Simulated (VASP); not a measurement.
# SiO2 (I-42d) in VASP: a series of runs

The runs below take SiO2 through single point, with r2SCAN.

Everything below comes from runs of VASP 6.6.1. Logs are shortened: lines on timing, memory, paths and dates and some standing lists are left out, and cuts for length are marked.

### 1 The cell of the first run

Symmetry: I-42d, No. 122, tetragonal system. The conventional cell has a = 5.070 Å, b = 5.070 Å, c = 7.313 Å, α = 90.00°, β = 90.00°, γ = 90.00°. Si (site symmetry -4) has 4 O at 1.64 Å within 2.2 Å. O (site symmetry 2) has 2 Si at 1.64 Å within 2.2 Å.

### 2 Single point, r2SCAN (strain +0.025 along x and y, +0.000 along z)

POSCAR reads:

```
SiO2
1.0
   -2.5350757610      2.5350757610      3.6563572106
    2.5350757610     -2.5350757610      3.6563572106
    2.5350757610      2.5350757610     -3.6563572106
Si O
2 4
Direct
    0.0000000000      0.0000000000      0.0000000000
    0.7500000000      0.2500000000      0.5000000000
    0.9731664718      0.6250000000      0.8481664718
    0.3750000000      0.2231664718      0.3481664718
    0.7768335282      0.1250000000      0.1518335282
    0.8750000000      0.0268335282      0.6518335282
```

INCAR.step1 reads:

```
SYSTEM = SiO2
ALGO     = Normal         ! electronic algorithm
EDIFF    = 1E-4           ! SCF threshold, eV
ENCUT    = 520            ! plane-wave cutoff, eV
GGA      = PE             ! functional
ISMEAR   = 0              ! smearing method
LASPH    = .True.         ! aspherical terms in the spheres
LCHARG   = .False.        ! write CHGCAR
LREAL    = .False.        ! projectors in reciprocal space
LWAVE    = .True.         ! write WAVECAR
NBANDS   = 25             ! bands
NELM     = 100            ! most SCF steps
PREC     = Accurate       ! precision mode
SIGMA    = 0.05           ! smearing width, eV
```

INCAR.step2 reads:

```
SYSTEM = SiO2
ALGO     = Normal         ! electronic algorithm
EDIFF    = 1E-7           ! SCF threshold, eV
ENCUT    = 520            ! plane-wave cutoff, eV
ISIF     = 2              ! what is computed and relaxed
ISMEAR   = 0              ! smearing method
ISTART   = 1            
LASPH    = .True.         ! aspherical terms in the spheres
LCHARG   = .False.        ! write CHGCAR
LMIXTAU  = .True.       
LREAL    = .False.        ! projectors in reciprocal space
LWAVE    = .False.        ! write WAVECAR
METAGGA  = R2SCAN         ! meta-GGA
NBANDS   = 25             ! bands
NELM     = 100            ! most SCF steps
PREC     = Accurate       ! precision mode
SIGMA    = 0.05           ! smearing width, eV
```

KPOINTS reads:

```
k-points
0
Gamma
  6 6 6
  0 0 0
```

Potentials or basis: VASP PAW PBE potentials, release 64 (Si, O).

Run with:

```
$ cat potpaw_PBE.64/Si/POTCAR potpaw_PBE.64/O/POTCAR > POTCAR
$ cp INCAR.step1 INCAR
$ mpirun -np 1 vasp_std > vasp.out
$ cp INCAR.step2 INCAR
$ mpirun -np 1 vasp_std > vasp.out
```

OUTCAR:

```text
SYSTEM = SiO2
   EDIFF = 1E-7
   ENCUT = 520
   ISIF = 2
   ISMEAR = 0
   ISTART = 1
   LASPH = .True.
   LREAL = .False.
   METAGGA = R2SCAN
   NELM = 100
   PREC = Accurate

 ion  position               nearest neighbor table
   1  0.000  0.000  0.000-   3 1.64   4 1.64   5 1.64   6 1.64   2 3.13   2 3.13   2 3.13   2 3.13

   2  0.750  0.250  0.500-   3 1.64   4 1.64   5 1.64   6 1.64   1 3.13   1 3.13   1 3.13   1 3.13

   3  0.973  0.625  0.848-   1 1.64   2 1.64
   4  0.375  0.223  0.348-   1 1.64   2 1.64
   5  0.777  0.125  0.152-   1 1.64   2 1.64
   6  0.875  0.027  0.652-   1 1.64   2 1.64

  LATTYP: Found a body centered tetragonal cell.
 ALAT       =     5.0701515220
 C/A-ratio  =     1.4423068797

  Lattice vectors:

 A1 = (  -2.5350757610,   2.5350757610,   3.6563572106)
 A2 = (   2.5350757610,  -2.5350757610,   3.6563572106)
 A3 = (   2.5350757610,   2.5350757610,  -3.6563572106)

Analysis of symmetry for initial positions (statically):
=====================================================================
 Subroutine PRICEL returns:
 Original cell was already a primitive cell.

 Routine SETGRP: Setting up the symmetry group for a
 body centered tetragonal supercell.

 Subroutine GETGRP returns: Found  8 space group operations
 (whereof  4 operations were pure point group operations)
 out of a pool of 16 trial point group operations.

The static configuration has the point symmetry S_4 .
 The point group associated with its full space group is D_2d.

Analysis of symmetry for dynamics (positions and initial velocities):
=====================================================================
 Subroutine PRICEL returns:
 Original cell was already a primitive cell.

 Routine SETGRP: Setting up the symmetry group for a
 body centered tetragonal supercell.

 Subroutine GETGRP returns: Found  8 space group operations
 (whereof  4 operations were pure point group operations)
 out of a pool of 16 trial point group operations.

The dynamic configuration has the point symmetry S_4 .
 The point group associated with its full space group is D_2d.

 Subroutine INISYM returns: Found  8 space group operations
 (whereof  4 operations are pure point group operations),
 and found     1 'primitive' translations

----------------------------------------------------------------------------------------

                                     Primitive cell

  volume of cell :      93.9919

  direct lattice vectors                    reciprocal lattice vectors
    -2.535075761  2.535075761  3.656357211     0.000000000  0.197232764  0.136748127
     2.535075761 -2.535075761  3.656357211     0.197232764  0.000000000  0.136748127
     2.535075761  2.535075761 -3.656357211     0.197232764  0.197232764  0.000000000

  length of vectors
     5.120758370  5.120758370  5.120758370     0.240001695  0.240001695  0.278929250

  position of ions in fractional coordinates (direct lattice)
     0.000000000  0.000000000  0.000000000
     0.750000000  0.250000000  0.500000000
     0.973166472  0.625000000  0.848166472
     0.375000000  0.223166472  0.348166472
     0.776833528  0.125000000  0.151833528
     0.875000000  0.026833528  0.651833528

  ion indices of the primitive-cell ions
   primitive index   ion index
                 1           1
                 2           2
                 3           3
                 4           4
                 5           5
                 6           6

----------------------------------------------------------------------------------------

 KPOINTS: k-points

Automatic generation of k-mesh.
 Grid dimensions read from file:
 generate k-points for:    6    6    6

 Generating k-lattice:

  Cartesian coordinates                     Fractional coordinates (reciprocal lattice)
     0.000000000  0.032872127  0.022791354     0.166666667  0.000000000  0.000000000
     0.032872127  0.000000000  0.022791354     0.000000000  0.166666667  0.000000000
     0.032872127  0.032872127  0.000000000     0.000000000  0.000000000  0.166666667

  Length of vectors
     0.040000282  0.040000282  0.046488208

  Shift w.r.t. Gamma in fractional coordinates (k-lattice)
     0.000000000  0.000000000  0.000000000

 Subroutine IBZKPT returns following result:
 ===========================================

 Found     30 irreducible k-points:

 Following reciprocal coordinates:
            Coordinates               Weight
  0.000000  0.000000  0.000000      1.000000
  0.166667 -0.000000  0.000000      8.000000
  0.333333  0.000000 -0.000000      8.000000
  0.500000  0.000000 -0.000000      4.000000
  0.166667  0.166667  0.000000      8.000000
  0.333333  0.166667  0.000000     16.000000
[... 16 lines left out ...]
 -0.333333 -0.333333  0.166667      8.000000
 -0.166667 -0.333333  0.166667      8.000000
 [... further k-points ...]
   k-points           NKPTS =     30   k-points in BZ     NKDIM =     30   number of bands    NBANDS=     25
   number of dos      NEDOS =    301   number of ions     NIONS =      6
   total plane-waves  NPLWV =  64000
   dimension x,y,z NGX =    40 NGY =   40 NGZ =   40
   dimension x,y,z NGXF=    80 NGYF=   80 NGZF=   80
   ions per type =               2   4
   NGX,Y,Z   is equivalent  to a cutoff of  12.99, 12.99, 12.99 a.u.
   NGXF,Y,Z  is equivalent  to a cutoff of  25.97, 25.97, 25.97 a.u.
 SYSTEM =  SiO2
   PREC   = accura    normal or accurate (medium, high low for compatibility)
   ISTART =      1    job   : 0-new  1-cont  2-samecut
   ICHARG =      0    charge: 1-file 2-atom 10-const
   ISPIN  =      1    spin polarized calculation?
   LNONCOLLINEAR =      F non collinear calculations
   LSORBIT =      F    spin-orbit coupling
   LASPH  =      T    aspherical Exc in radial PAW
   ENCUT  =  520.0 eV  38.22 Ry    6.18 a.u.   9.52  9.52  9.52*2*pi/ulx,y,z
   NELM   =    100;   NELMIN=  2; NELMDL=  0     # of ELM steps
   EDIFF  = 0.1E-06   stopping-criterion for ELM
   LREAL  =      F    real-space projection
   EDIFFG = 0.1E-05   stopping-criterion for IOM
   NSW    =      0    number of steps for IOM
   IBRION =     -1    ionic relax: 0-MD 1-quasi-New 2-CG
   NFREE  =      0    steps in history (QN), initial steepest desc. (CG)
   ISIF   =      2    stress and relaxation
   ISYM   =      2    0-nonsym 1-usesym 2-fastsym
   POTIM  = 0.5000    time-step for ionic-motion
   TEBEG  =    0.0;   TEEND  =   0.0 temperature during run
   PSTRESS=    0.0 pullay stress
   NELECT =      32.0000    total number of electrons
   NUPDOWN=      -1.0000    fix difference up-down
   EMIN   =  10.00;   EMAX   =-10.00  energy-range for DOS
   EFERMI =   0.00;   METHOD = LEGACY
   ISMEAR =     0;   SIGMA  =   0.05  broadening in eV -4-tet -1-fermi 0-gaus
   EFERMI_NEDOS =   21; number of points for ismear=-14 and -15
   IALGO  =     38    algorithm
   IMIX   =      4    mixing-type and parameters
     AMIX     =   0.40;   BMIX     =  1.00
     AMIX_MAG =   1.60;   BMIX_MAG =  1.00
  volume/ion in A,a.u.               =      15.67       105.71
  Fermi-wavevector in a.u.,A,eV,Ry     =   1.143127  2.160198 17.779282  1.306740
  Thomas-Fermi vector in A             =   2.279823
   LORBIT       =      0    0 simple, 1 ext, 2 COOP (PROOUT), +10 PAW based schemes
   METAGGA = R2SCAN    functional components
   LHFCALC =     F    Hartree Fock is set to
   AEXX    =    0.0000 exact exchange contribution
   IVDW    =     0    specifies the selected vdW correction
   LEPSILON=     F    determine dielectric tensor
   LRPA    =     F    only Hartree local field effects (RPA)
 non-spin polarized calculation
 Gauss-broadening in eV      SIGMA  =   0.05
  energy-cutoff  :      520.00
  volume of cell :       93.99
 maximum number of plane-waves:      2563
 NGX is ok and might be reduce to    40
   NGX = 19   NGY = 19   NGZ = 19

 number of electron      31.9999988 magnetization

 Free energy of the ion-electron system (eV)
  ---------------------------------------------------
  ext. energy  EPLUGINS =         0.00000000
  ---------------------------------------------------
  free energy    TOTEN  =       -59.47852068 eV

  energy without entropy =      -59.47852068  energy(sigma->0) =      -59.47852068

 E-fermi :  -0.9553     XC(G=0):  -8.4062

 val. band max:       -1.1770299045   @ k =   0.0000   0.0000   0.0000
 cond. band min:       5.1107983835   @ k =   0.0000   0.0000   0.0000
 fundamental gap:      6.2878282880
 Fermi energy:        -0.9553215260

 k-point     1 :       0.0000    0.0000    0.0000
  band No.  band energies     occupation
      1     -21.1073      2.00000
      2     -19.2108      2.00000
      3     -19.2108      2.00000
      4     -19.0963      2.00000
      5     -10.3098      2.00000
      6      -6.6447      2.00000
[... 17 lines left out ...]
     24      12.3784      0.00000
     25      12.9267      0.00000

 k-point     2 :       0.1667   -0.0000    0.0000
  band No.  band energies     occupation
      1     -21.0290      2.00000
      2     -19.3117      2.00000
      3     -19.2148      2.00000
      4     -19.1255      2.00000
      5     -10.1073      2.00000
      6      -6.7130      2.00000
[... 17 lines left out ...]
     24      12.3761      0.00000
     25      12.8278      0.00000

 k-point     3 :       0.3333    0.0000   -0.0000
  band No.  band energies     occupation
      1     -20.8315      2.00000
      2     -19.5905      2.00000
      3     -19.2221      2.00000
      4     -19.1445      2.00000
      5      -9.6395      2.00000
      6      -6.9704      2.00000
[... 552 lines left out ...]
 k-point    23 :      -0.3333   -0.3333    0.1667
  band No.  band energies     occupation
      1     -20.6328      2.00000
      2     -19.8036      2.00000
      3     -19.2289      2.00000
      4     -19.2042      2.00000
      5      -9.1366      2.00000
      6      -7.3674      2.00000
[... 17 lines left out ...]
     24      12.6425      0.00000
     25      13.0878      0.00000

 k-point    24 :      -0.1667   -0.3333    0.1667
  band No.  band energies     occupation
      1     -20.8290      2.00000
      2     -19.5467      2.00000
      3     -19.2259      2.00000
      4     -19.1966      2.00000
      5      -9.5943      2.00000
      6      -6.9235      2.00000
[... 17 lines left out ...]
     24      12.4985      0.00000
     25      13.0907      0.00000

 [... further k-points ...]

------------------------ aborting loop because EDIFF is reached ----------------------------------------

  FORCE on cell =-STRESS in cart. coord.  units (eV):
  Direction    XX          YY          ZZ          XY          YZ          ZX
  --------------------------------------------------------------------------------------
  -------------------------------------------------------------------------------------
  Total       -4.7295782     -4.7295782     -3.7314402      0.0000000      0.0000000      0.0000000
  in kB      -80.6199449    -80.6199449    -63.6057785      0.0000000      0.0000000      0.0000000
  external PRESSURE =     -74.9485561 kB  Pullay stress =       0.0000000 kB

 VOLUME and BASIS-vectors are now :
 -----------------------------------------------------------------------------
  energy-cutoff  :      520.00
  volume of cell :       93.99
      direct lattice vectors                 reciprocal lattice vectors
    -2.535075761  2.535075761  3.656357211     0.000000000  0.197232764  0.136748127
     2.535075761 -2.535075761  3.656357211     0.197232764  0.000000000  0.136748127
     2.535075761  2.535075761 -3.656357211     0.197232764  0.197232764  0.000000000

 POSITION                                       TOTAL-FORCE (eV/Angst)
 -----------------------------------------------------------------------------------
      0.00000      0.00000      0.00000         0.000000     -0.000000     -0.000000
      0.00000      2.53508      1.82818         0.000000     -0.000000      0.000000
      1.26754      3.03279      2.74227         0.000000     -0.554939      0.000000
      0.49772      1.26754      0.91409        -0.554939      0.000000      0.000000
     -1.26754      2.03736      2.74227         0.000000      0.554939      0.000000
     -0.49772      3.80261      0.91409         0.554939      0.000000      0.000000
 -----------------------------------------------------------------------------------
    total drift:                                0.000004      0.000004     -0.000002

  FREE ENERGIE OF THE ION-ELECTRON SYSTEM (eV)
  ---------------------------------------------------
  free  energy   TOTEN  =       -59.4785206781 eV

  energy  without entropy=      -59.4785206781  energy(sigma->0) =      -59.47852068
```

It took 2.5 min on 1 thread of Intel Xeon 6975P-C (Granite Rapids), shared host; peak memory 0.27 GiB.

Results:

- Free energy: -59.4785 eV
- Pressure: -7.5 GPa
- Largest force: 0.555 eV/Å
- Band gap on the k mesh: 6.29 eV, direct

Forces on the atoms (eV/Å):
```
Si   0.000  0.000  0.000
Si   0.000  0.000  0.000
O    0.000 -0.555  0.000
O   -0.555  0.000  0.000
O    0.000  0.555  0.000
O    0.555  0.000  0.000
```

Stress tensor (GPa, compression positive):
```
-8.06  0.00  0.00
 0.00 -8.06  0.00
 0.00  0.00 -6.36
```

Levels at points of the mesh, in eV from the valence-band top:
| k point | band 12 | band 13 | band 14 | band 15 | band 16 | band 17 | band 18 | band 19 | band 20 | band 21 |
| --- | --- | --- | --- | --- | --- | --- | --- | --- | --- | --- |
| (0.00, 0.00, 0.00) | -1.53 | -1.46 | -0.70 | 0.00 | 0.00 | 6.29 | 9.45 | 11.05 | 11.36 | 11.36 |
| (0.50, 0.00, 0.00) | -1.54 | -1.41 | -0.76 | -0.44 | -0.15 | 8.59 | 9.46 | 10.33 | 10.78 | 11.29 |
| (0.50, 0.50, 0.00) | -1.97 | -0.91 | -0.91 | -0.31 | -0.31 | 9.58 | 9.58 | 10.77 | 10.77 | 11.63 |
| (0.50, 0.50, 0.50) | -1.96 | -1.42 | -1.42 | -0.33 | -0.33 | 9.40 | 9.40 | 10.81 | 10.81 | 11.99 |

Caveat: the cell differs from its parent crystal (strain +0.025 along x and y, +0.000 along z); the PAW data sets were made with another functional, which shifts forces and pressure a little. A k mesh can miss the band edges.

### 3 Single point, r2SCAN (strain +0.050 along x and y, -0.025 along z)

Edit POSCAR of step 2 so:

```diff
@@ -2,5 +2,5 @@
 1.0
-   -2.5350757610      2.5350757610      3.6563572106
-    2.5350757610     -2.5350757610      3.6563572106
-    2.5350757610      2.5350757610     -3.6563572106
+   -2.5969068771      2.5969068771      3.5649482803
+    2.5969068771     -2.5969068771      3.5649482803
+    2.5969068771      2.5969068771     -3.5649482803
 Si O
```

INCAR.step1 reads:

```
PREC = Accurate ; ENCUT = 520
ISMEAR = 0 ; SIGMA = 0.05
LREAL = False ; LASPH = True
NELM = 100 ; NBANDS = 25
GGA = PE ; ALGO = Normal
EDIFF = 1E-4 ; LWAVE = True
LCHARG = False
```

INCAR.step2 reads:

```
PREC = Accurate ; ENCUT = 520
EDIFF = 1E-7 ; ISMEAR = 0
SIGMA = 0.05 ; LREAL = False
LASPH = True ; NELM = 100
ALGO = Normal ; ISIF = 2
LWAVE = False ; LCHARG = True
METAGGA = R2SCAN ; LMIXTAU = True
LELF = True ; LVHAR = True
NBANDS = 25 ; ISTART = 1
```

KPOINTS reads:

```
regular mesh
0
Gamma
  6 6 6
```

Potentials or basis: VASP PAW PBE potentials, release 64 (Si, O).

Run with:

```
$ cat potpaw_PBE.64/Si/POTCAR potpaw_PBE.64/O/POTCAR > POTCAR
$ cp INCAR.step1 INCAR
$ mpirun -np 1 vasp_std > vasp.out
$ cp INCAR.step2 INCAR
$ mpirun -np 1 vasp_std > vasp.out
```

It took 2.4 min on 1 thread of Intel Xeon 6975P-C (Granite Rapids), shared host; peak memory 0.27 GiB.

The run converged. Its results:

- Free energy: -59.2922 eV
- Pressure: -10.9 GPa
- Largest force: 0.836 eV/Å
- Band gap on the k mesh: 6.12 eV, direct

Forces in eV/Å, atoms in the order of the input:
```
Si   0.000  0.000  0.000
Si   0.000  0.000  0.000
O    0.000 -0.836  0.000
O   -0.836  0.000  0.000
O    0.000  0.836  0.000
O    0.836  0.000  0.000
```

Stress tensor (GPa, compression positive):
```
-12.49   0.00   0.00
  0.00 -12.49   0.00
  0.00   0.00  -7.62
```

Levels at points of the mesh, in eV from the valence-band top:
| k point | band 12 | band 13 | band 14 | band 15 | band 16 | band 17 | band 18 | band 19 | band 20 | band 21 |
| --- | --- | --- | --- | --- | --- | --- | --- | --- | --- | --- |
| (0.00, 0.00, 0.00) | -1.50 | -1.38 | -0.66 | 0.00 | 0.00 | 6.12 | 9.23 | 10.77 | 11.22 | 11.22 |
| (0.50, 0.00, 0.00) | -1.48 | -1.37 | -0.75 | -0.38 | -0.15 | 8.29 | 9.42 | 10.23 | 10.56 | 10.91 |
| (0.50, 0.50, 0.00) | -1.91 | -0.86 | -0.86 | -0.26 | -0.26 | 9.35 | 9.35 | 10.59 | 10.59 | 11.22 |
| (0.50, 0.50, 0.50) | -1.86 | -1.36 | -1.36 | -0.37 | -0.37 | 9.29 | 9.29 | 10.68 | 10.68 | 11.51 |

Caveat: the cell differs from its parent crystal (strain +0.050 along x and y, -0.025 along z); the PAW data sets were made with another functional, which shifts forces and pressure a little.
